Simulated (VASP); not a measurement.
Input of a VASP 6.6.1 run:

Contents of INCAR:

```
SYSTEM = Ti4H
PREC = Accurate
ENCUT = 520
EDIFF = 1E-6
ISMEAR = 0
SIGMA = 0.1
LREAL = .FALSE.
LASPH = .TRUE.
NELM = 60
ALGO = Normal
ISIF = 2
LWAVE = .FALSE.
LCHARG = .TRUE.
LDIPOL = .TRUE.
IDIPOL = 3
DIPOL = 0.5 0.5 0.355
GGA = PE
LELF = .TRUE.
LVHAR = .TRUE.
LVACPOTAV = .TRUE.
NBANDS = 32
```

The input KPOINTS:

```
regular mesh
0
G
  8 8 1
  0 0 0
```

Contents of POSCAR:

```
Ti4H
1.0
    3.2553359259      0.0000000000      0.0000000000
    0.0000000000      3.2553359259      0.0000000000
    0.0000000000      0.0000000000     20.1793674375
Ti H
4 1
Direct
    0.5000000000      0.5000000000      0.1982222690
    0.0000000000      0.0000000000      0.2788822782
    0.5000000000      0.5000000000      0.3551865247
    0.0000000000      0.0000000000      0.4301109767
    0.1250000000      0.1250000000      0.5114514762
```

Potentials or basis: VASP PAW PBE potentials, release 64 (Ti_sv, H).

Run with:

```bash
$ cat potpaw_PBE.64/Ti_sv/POTCAR potpaw_PBE.64/H/POTCAR > POTCAR
$ mpirun -np 1 vasp_std > vasp.out
```

Estimate the largest force.

0.798 eV/Å.

Forces on the atoms (eV/Å):
```
Ti  -0.018 -0.018  0.655
Ti   0.069  0.069 -0.628
Ti  -0.188 -0.188 -0.752
Ti  -0.185 -0.185  0.714
H    0.321  0.321  0.011
```
